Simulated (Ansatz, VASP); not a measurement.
# KBr, level by level in two programs

```
Br K
1.0
     0.00000    3.30000    3.30000
     3.30000    0.00000    3.30000
     3.30000    3.30000    0.00000
Br K
1 1
Direct
  0.50000 0.50000 0.50000
  0.00000 0.00000 0.00000
```

Single points on this cell with VASP 6.6.1 and Ansatz 0.2.0. Each row is one pair of runs. Alike in all rows: spin: off; Ansatz's potentials, cutoff: Ansatz PAW, 420 eV.

```tsv
level	k mesh	smearing	VASP's potentials, cutoff	gap on the k mesh at the Fermi level (eV), VASP	gap on the k mesh at the Fermi level (eV), Ansatz	least direct gap on the mesh (eV), VASP	least direct gap on the mesh (eV), Ansatz	pressure (GPa), VASP	pressure (GPa), Ansatz
PBE-based screened hybrid	4 × 4 × 4	fermi-dirac, width 0.05 eV	VASP PAW PBE potentials, release 64 (Br, K_sv), 520 eV	4.67	4.67	4.67	4.67	0.7	0.7
PBE-based global hybrid	4 × 4 × 4	fermi-dirac, width 0.05 eV	VASP PAW PBE potentials, release 64 (Br, K_sv), 520 eV	8.28	?	8.28	?	0.1	?
PBE	7 × 7 × 7	gaussian, width 0.027 eV	VASP PAW PBE potentials, release 64 (Br, K_sv), 500 eV	4.43	4.44	4.43	4.44	0.8	0.7
PBE-based screened hybrid	4 × 4 × 4	gaussian, width 0.1 eV	VASP PAW PBE potentials, release 64 (Br, K_sv), 520 eV	5.37	5.37	5.37	5.37	0.5	0.5
```

Question: Fill in what Ansatz gave in row 2.

Answer: gap on the k mesh at the Fermi level (eV): 8.25; least direct gap on the mesh (eV): 8.25; pressure (GPa): 0.1.

Noted on Ansatz's runs: odd divisions of the mesh miss points on the zone boundary, where band edges often lie, so the gap on the mesh can be too wide.
